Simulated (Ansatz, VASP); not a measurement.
One calculation of BP, two programs

INCAR

```
SYSTEM = BP
ALGO     = Normal         ! electronic algorithm
EDIFF    = 1E-7           ! SCF threshold, eV
ENCUT    = 520            ! plane-wave cutoff, eV
GGA      = PE             ! functional
ISIF     = 2              ! what is computed and relaxed
ISMEAR   = 0              ! smearing method
LASPH    = .TRUE.         ! aspherical terms in the spheres
LCHARG   = .TRUE.         ! write CHGCAR
LELF     = .TRUE.         ! ELF
LREAL    = .FALSE.        ! projectors in reciprocal space
LVHAR    = .TRUE.       
LWAVE    = .FALSE.        ! write WAVECAR
NBANDS   = 11             ! bands
NELM     = 80             ! most SCF steps
PREC     = Accurate       ! precision mode
SIGMA    = 0.05           ! smearing width, eV
```

KPOINTS

```
k-points
0
G
  10 10 10
  0 0 0
```

The input POSCAR:

```
BP
1.0
    0.0000000000      2.3711050000      2.2690000000
    2.2690000000      0.0000000000      2.2690000000
    2.2690000000      2.3711050000      0.0000000000
B P
1 1
Direct
    0.0000000000      0.0000000000      0.0000000000
    0.7500000000      0.7500000000      0.7500000000
```

Input for Ansatz:

```yaml
crystal:
  lattice:
    - [0.0, 2.371105, 2.269]
    - [2.269, 0.0, 2.269]
    - [2.269, 2.371105, 0.0]
  atoms:
    - { symbol: B, position: [0.0, 0.0, 0.0] }
    - { symbol: P, position: [0.75, 0.75, 0.75] }
basis:
  ecutwfc: 420
kpoints:
  mp_grid: { grid: [10, 10, 10] }
hamiltonian:
  xc: pbe
scf:
  occupations: { method: gaussian, width: 0.05 }
output:
  forces: true
  stress: true
  eigenvalues: true
```

Change from the starting cell: strain +0.0450 x Voigt [0, 1, 0, 0, 0, 0], atoms carried along.

Alike in both runs: task single point; functional PBE; k mesh 10 × 10 × 10; occupations gaussian, width 0.05 eV; no spin polarisation.

|  | VASP | Ansatz |
| --- | --- | --- |
| version | VASP 6.6.1 | Ansatz 0.2.0 |
| potentials or method | VASP PAW PBE potentials, release 64 (B, P), cutoff 520 eV | scalar-relativistic, plane waves, PAW |
| valence electrons in the cell | 8 | 8 |

```csv
,VASP,Ansatz,Ansatz less VASP
gap on the k mesh at the Fermi level (eV),0.97,0.98,+0.004
least direct gap on the mesh (eV),3.12,3.12,+0.003
pressure (GPa),-5.8,-5.6,+0.20
"traceless stress, the component that is largest in VASP (GPa)",-8.00,-7.99,+0.011
```

The functional is the same, so the differences come from potentials, cutoffs and numerics.
